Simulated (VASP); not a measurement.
# Tc (P6_3/mmc) in VASP: settings compared

The runs below take Tc through single point, with LDA, PBE+D4, r2SCAN+rVV10, r2SCAN+D4.

All numbers are computed with VASP 6.6.1; they aren't measurements. Logs are shortened: lines on timing, memory, paths and dates and some standing lists are left out, and cuts for length are marked.

### 1 The cell of the first run

Symmetry: P6_3/mmc, No. 194, hexagonal system. Conventional cell: a = 2.708 Å, b = 2.708 Å, c = 4.334 Å, α = 90.00°, β = 90.00°, γ = 120.00°. Within 3.5 Å of Tc (site symmetry -6m2) lie 12 Tc at 2.67 to 2.71 Å.

### 2 Single point, LDA

The input, INCAR:

```
SYSTEM = Tc
PREC = Accurate
ENCUT = 520
EDIFF = 1E-6
ISMEAR = 1
SIGMA = 0.1
LREAL = .FALSE.
LASPH = .TRUE.
NELM = 60
ALGO = Normal
ISIF = 2
LWAVE = .FALSE.
LCHARG = .FALSE.
GGA = CA
NBANDS = 20
```

The input, KPOINTS:

```
regular mesh
0
G
  14 14 8
  0 0 0
```

The input, POSCAR:

```
Tc
1.0
    2.7084566915      0.0000000000      0.0000000000
   -1.3542283457      2.3455922999      0.0000000000
    0.0000000000      0.0000000000      4.3335832973
Tc
2
Direct
    0.3333333333      0.6666666667      0.2500000000
    0.6666666667      0.3333333333      0.7500000000
```

Potentials or basis: VASP PAW LDA potentials, release 64 (Tc_pv).

Launch:

```
$ cat potpaw_LDA.64/Tc_pv/POTCAR > POTCAR
$ mpirun -np 1 vasp_std > vasp.out
```

OUTCAR:

```text
SYSTEM = Tc
   PREC = Accurate
   ENCUT = 520
   EDIFF = 1E-6
   ISMEAR = 1
   LREAL = .FALSE.
   LASPH = .TRUE.
   NELM = 60
   ISIF = 2
   GGA = CA

 ion  position               nearest neighbor table
   1  0.333  0.667  0.250-   2 2.67   2 2.67   2 2.67   2 2.67   2 2.67   2 2.67
   2  0.667  0.333  0.750-   1 2.67   1 2.67   1 2.67   1 2.67   1 2.67   1 2.67

  LATTYP: Found a hexagonal cell.
 ALAT       =     2.7084566915
 C/A-ratio  =     1.6000194173

  Lattice vectors:

 A1 = (   2.7084566915,   0.0000000000,   0.0000000000)
 A2 = (  -1.3542283457,   2.3455922999,   0.0000000000)
 A3 = (   0.0000000000,   0.0000000000,   4.3335832973)

Analysis of symmetry for initial positions (statically):
=====================================================================
 Subroutine PRICEL returns:
 Original cell was already a primitive cell.

 Routine SETGRP: Setting up the symmetry group for a
 hexagonal supercell.

 Subroutine GETGRP returns: Found 24 space group operations
 (whereof 12 operations were pure point group operations)
 out of a pool of 24 trial point group operations.

The static configuration has the point symmetry D_3d.
 The point group associated with its full space group is D_6h.

Analysis of symmetry for dynamics (positions and initial velocities):
=====================================================================
 Subroutine PRICEL returns:
 Original cell was already a primitive cell.

 Routine SETGRP: Setting up the symmetry group for a
 hexagonal supercell.

 Subroutine GETGRP returns: Found 24 space group operations
 (whereof 12 operations were pure point group operations)
 out of a pool of 24 trial point group operations.

The dynamic configuration has the point symmetry D_3d.
 The point group associated with its full space group is D_6h.

 Subroutine INISYM returns: Found 24 space group operations
 (whereof 12 operations are pure point group operations),
 and found     1 'primitive' translations

----------------------------------------------------------------------------------------

                                     Primitive cell

  volume of cell :      27.5310

  direct lattice vectors                    reciprocal lattice vectors
     2.708456691  0.000000000  0.000000000     0.369213952  0.213165775  0.000000000
    -1.354228346  2.345592300  0.000000000     0.000000000  0.426331550  0.000000000
     0.000000000  0.000000000  4.333583297     0.000000000  0.000000000  0.230755920

  length of vectors
     2.708456691  2.708456691  4.333583297     0.426331550  0.426331550  0.230755920

  position of ions in fractional coordinates (direct lattice)
     0.333333333  0.666666667  0.250000000
     0.666666667  0.333333333  0.750000000

  ion indices of the primitive-cell ions
   primitive index   ion index
                 1           1
                 2           2

----------------------------------------------------------------------------------------

 KPOINTS: regular mesh

Automatic generation of k-mesh.
 Grid dimensions read from file:
 generate k-points for:   14   14    8

 Generating k-lattice:

  Cartesian coordinates                     Fractional coordinates (reciprocal lattice)
     0.026372425  0.015226127  0.000000000     0.071428571  0.000000000  0.000000000
     0.000000000  0.030452254  0.000000000     0.000000000  0.071428571  0.000000000
     0.000000000  0.000000000  0.028844490     0.000000000  0.000000000  0.125000000

  Length of vectors
     0.030452254  0.030452254  0.028844490

  Shift w.r.t. Gamma in fractional coordinates (k-lattice)
     0.000000000  0.000000000  0.000000000

 Subroutine IBZKPT returns following result:
 ===========================================

 Found    120 irreducible k-points:

 Following reciprocal coordinates:
            Coordinates               Weight
  0.000000  0.000000  0.000000      1.000000
  0.071429  0.000000  0.000000      6.000000
  0.142857  0.000000  0.000000      6.000000
  0.214286  0.000000  0.000000      6.000000
  0.285714  0.000000  0.000000      6.000000
  0.357143  0.000000  0.000000      6.000000
[... 16 lines left out ...]
  0.285714  0.285714  0.000000      6.000000
  0.357143  0.285714  0.000000      6.000000
 [... further k-points ...]
   k-points           NKPTS =    120   k-points in BZ     NKDIM =    120   number of bands    NBANDS=     20
   number of dos      NEDOS =    301   number of ions     NIONS =      2
   total plane-waves  NPLWV =  12800
   dimension x,y,z NGX =    20 NGY =   20 NGZ =   32
   dimension x,y,z NGXF=    40 NGYF=   40 NGZF=   64
   ions per type =               2
   NGX,Y,Z   is equivalent  to a cutoff of  12.28, 12.28, 12.28 a.u.
   NGXF,Y,Z  is equivalent  to a cutoff of  24.55, 24.55, 24.55 a.u.
 SYSTEM =  Tc
   PREC   = accura    normal or accurate (medium, high low for compatibility)
   ISTART =      0    job   : 0-new  1-cont  2-samecut
   ICHARG =      2    charge: 1-file 2-atom 10-const
   ISPIN  =      1    spin polarized calculation?
   LNONCOLLINEAR =      F non collinear calculations
   LSORBIT =      F    spin-orbit coupling
   LASPH  =      T    aspherical Exc in radial PAW
   ENCUT  =  520.0 eV  38.22 Ry    6.18 a.u.   5.04  5.04  8.06*2*pi/ulx,y,z
   NELM   =     60;   NELMIN=  2; NELMDL= -5     # of ELM steps
   EDIFF  = 0.1E-05   stopping-criterion for ELM
   LREAL  =      F    real-space projection
   EDIFFG = 0.1E-04   stopping-criterion for IOM
   NSW    =      0    number of steps for IOM
   IBRION =     -1    ionic relax: 0-MD 1-quasi-New 2-CG
   NFREE  =      0    steps in history (QN), initial steepest desc. (CG)
   ISIF   =      2    stress and relaxation
   ISYM   =      2    0-nonsym 1-usesym 2-fastsym
   POTIM  = 0.5000    time-step for ionic-motion
   TEBEG  =    0.0;   TEEND  =   0.0 temperature during run
   PSTRESS=    0.0 pullay stress
   NELECT =      26.0000    total number of electrons
   NUPDOWN=      -1.0000    fix difference up-down
   EMIN   =  10.00;   EMAX   =-10.00  energy-range for DOS
   EFERMI =   0.00;   METHOD = LEGACY
   ISMEAR =     1;   SIGMA  =   0.10  broadening in eV -4-tet -1-fermi 0-gaus
   EFERMI_NEDOS =   21; number of points for ismear=-14 and -15
   IALGO  =     38    algorithm
   IMIX   =      4    mixing-type and parameters
     AMIX     =   0.40;   BMIX     =  1.00
     AMIX_MAG =   1.60;   BMIX_MAG =  1.00
  volume/ion in A,a.u.               =      13.77        92.89
  Fermi-wavevector in a.u.,A,eV,Ry     =   1.606172  3.035225 35.100160  2.579789
  Thomas-Fermi vector in A             =   2.702402
   LORBIT       =      0    0 simple, 1 ext, 2 COOP (PROOUT), +10 PAW based schemes
   GGA     = CA    functional components
   LHFCALC =     F    Hartree Fock is set to
   AEXX    =    0.0000 exact exchange contribution
   IVDW    =     0    specifies the selected vdW correction
   LEPSILON=     F    determine dielectric tensor
   LRPA    =     F    only Hartree local field effects (RPA)
 non-spin polarized calculation
 Methfessel and Paxton  Order N= 1 SIGMA  =   0.10
  energy-cutoff  :      520.00
  volume of cell :       27.53
 maximum number of plane-waves:       760
   NGX = 11   NGY = 11   NGZ = 17

 number of electron      26.0000008 magnetization

 Free energy of the ion-electron system (eV)
  ---------------------------------------------------
  ext. energy  EPLUGINS =         0.00000000
  ---------------------------------------------------
  free energy    TOTEN  =       -23.47127693 eV

  energy without entropy =      -23.47058271  energy(sigma->0) =      -23.47104552

 E-fermi :  13.1558     XC(G=0): -14.2518

 val. band max:       13.1464243867   @ k =   0.2143   0.0000   0.2500
 cond. band min:      13.1591107523   @ k =   0.0714   0.0000   0.1250
 fundamental gap:      0.0126863655
 Fermi energy:        13.1558111818

 k-point     1 :       0.0000    0.0000    0.0000
  band No.  band energies     occupation
      1     -26.2001      2.00000
      2     -24.9231      2.00000
      3     -24.9231      2.00000
      4     -24.7079      2.00000
      5     -24.7079      2.00000
      6     -24.6608      2.00000
[... 12 lines left out ...]
     19      24.7815      0.00000
     20      27.5193      0.00000

 k-point     2 :       0.0714    0.0000    0.0000
  band No.  band energies     occupation
      1     -26.1763      2.00000
      2     -24.9774      2.00000
      3     -24.9408      2.00000
      4     -24.7642      2.00000
      5     -24.7152      2.00000
      6     -24.6710      2.00000
[... 12 lines left out ...]
     19      24.7606      0.00000
     20      27.9326      0.00000

 k-point     3 :       0.1429    0.0000    0.0000
  band No.  band energies     occupation
      1     -26.1071      2.00000
      2     -25.1292      2.00000
      3     -24.9891      2.00000
      4     -24.9188      2.00000
      5     -24.7367      2.00000
      6     -24.7018      2.00000
[... 12 lines left out ...]
     19      24.6533      0.00000
     20      28.9609      0.00000

 k-point     4 :       0.2143    0.0000    0.0000
  band No.  band energies     occupation
      1     -25.9995      2.00000
      2     -25.3478      2.00000
      3     -25.1345      2.00000
      4     -25.0562      2.00000
      5     -24.7700      2.00000
      6     -24.7537      2.00000
[... 12 lines left out ...]
     19      24.4267      0.00000
     20      29.2634      0.00000

 k-point     5 :       0.2857    0.0000    0.0000
  band No.  band energies     occupation
      1     -25.8650      2.00000
      2     -25.5887      2.00000
      3     -25.3642      2.00000
      4     -25.1276      2.00000
      5     -24.8260      2.00000
      6     -24.8089      2.00000
[... 12 lines left out ...]
     19      24.1480      0.00000
     20      27.4573      0.00000

 k-point     6 :       0.3571    0.0000    0.0000
  band No.  band energies     occupation
      1     -25.8037      2.00000
      2     -25.7208      2.00000
      3     -25.5637      2.00000
      4     -25.1900      2.00000
      5     -24.9139      2.00000
      6     -24.8450      2.00000
[... 12 lines left out ...]
     19      24.3571      0.00000
     20      25.3722      0.00000

 k-point     7 :       0.4286    0.0000    0.0000
  band No.  band energies     occupation
      1     -25.9511      2.00000
      2     -25.6981      2.00000
      3     -25.5948      2.00000
      4     -25.2323      2.00000
      5     -25.0007      2.00000
      6     -24.8705      2.00000
[... 12 lines left out ...]
     19      24.8425      0.00000
     20      25.5774      0.00000
[... 277 lines left out ...]
 k-point    20 :       0.2143    0.2143    0.0000
  band No.  band energies     occupation
      1     -25.6797      2.00000
      2     -25.6787      2.00000
      3     -25.6260      2.00000
      4     -25.2325      2.00000
      5     -25.0161      2.00000
      6     -24.9400      2.00000
[... 12 lines left out ...]
     19      25.2042      0.00000
     20      25.4948      0.00000

 k-point    21 :       0.2857    0.2143    0.0000
  band No.  band energies     occupation
      1     -25.7999      2.00000
      2     -25.6541      2.00000
      3     -25.5453      2.00000
      4     -25.3499      2.00000
      5     -25.1019      2.00000
      6     -25.0358      2.00000
[... 12 lines left out ...]
     19      24.5756      0.00000
     20      25.3520      0.00000

 k-point    22 :       0.3571    0.2143    0.0000
  band No.  band energies     occupation
      1     -25.8680      2.00000
      2     -25.6351      2.00000
      3     -25.4504      2.00000
      4     -25.4380      2.00000
      5     -25.1472      2.00000
      6     -25.1215      2.00000
[... 12 lines left out ...]
     19      23.6515      0.00000
     20      26.3245      0.00000

 k-point    23 :       0.2857    0.2857    0.0000
  band No.  band energies     occupation
      1     -25.8097      2.00000
      2     -25.6395      2.00000
      3     -25.4596      2.00000
      4     -25.4191      2.00000
      5     -25.2260      2.00000
      6     -25.1372      2.00000
[... 12 lines left out ...]
     19      22.9465      0.00000
     20      26.6967      0.00000

 k-point    24 :       0.3571    0.2857    0.0000
  band No.  band energies     occupation
      1     -25.8113      2.00000
      2     -25.5701      2.00000
      3     -25.5568      2.00000
      4     -25.3358      2.00000
      5     -25.2785      2.00000
      6     -25.2116      2.00000
[... 12 lines left out ...]
     19      22.2663      0.00000
     20      27.7776      0.00000

 [... further k-points ...]

------------------------ aborting loop because EDIFF is reached ----------------------------------------

  FORCE on cell =-STRESS in cart. coord.  units (eV):
  Direction    XX          YY          ZZ          XY          YZ          ZX
  --------------------------------------------------------------------------------------
  -------------------------------------------------------------------------------------
  Total        0.0103423      0.0103423     -0.0051817      0.0000000      0.0000000     -0.0000000
  in kB        0.6018760      0.6018760     -0.3015500      0.0000000      0.0000000     -0.0000000
  external PRESSURE =       0.3007340 kB  Pullay stress =       0.0000000 kB

 VOLUME and BASIS-vectors are now :
 -----------------------------------------------------------------------------
  energy-cutoff  :      520.00
  volume of cell :       27.53
      direct lattice vectors                 reciprocal lattice vectors
     2.708456691  0.000000000  0.000000000     0.369213952  0.213165775  0.000000000
    -1.354228346  2.345592300  0.000000000     0.000000000  0.426331550  0.000000000
     0.000000000  0.000000000  4.333583297     0.000000000  0.000000000  0.230755920

 POSITION                                       TOTAL-FORCE (eV/Angst)
 -----------------------------------------------------------------------------------
     -0.00000      1.56373      1.08340         0.000000      0.000000      0.000000
      1.35423      0.78186      3.25019         0.000000      0.000000      0.000000
 -----------------------------------------------------------------------------------
    total drift:                                0.000000     -0.000000      0.000000

  FREE ENERGIE OF THE ION-ELECTRON SYSTEM (eV)
  ---------------------------------------------------
  free  energy   TOTEN  =       -23.4712769280 eV

  energy  without entropy=      -23.4705827127  energy(sigma->0) =      -23.47104552
```

Run time: 18 s. Hardware: 1 thread of AMD EPYC 9R45 (Zen 5), shared host; peak memory 0.13 GiB.

Results:

```yaml
Free_energy: -23.4713 eV
Pressure: 0.0 GPa
Band_gap_on_the_k_mesh: zero (bands 13 and 14 overlap by 3.62 eV)
```

Stress tensor (GPa, compression positive):
```
 0.06  0.00  0.00
 0.00  0.06  0.00
 0.00  0.00 -0.03
```

(Part 1 of 2 ends here.)

The gap in the log of VASP goes by the Fermi energy; the results here count the filled bands.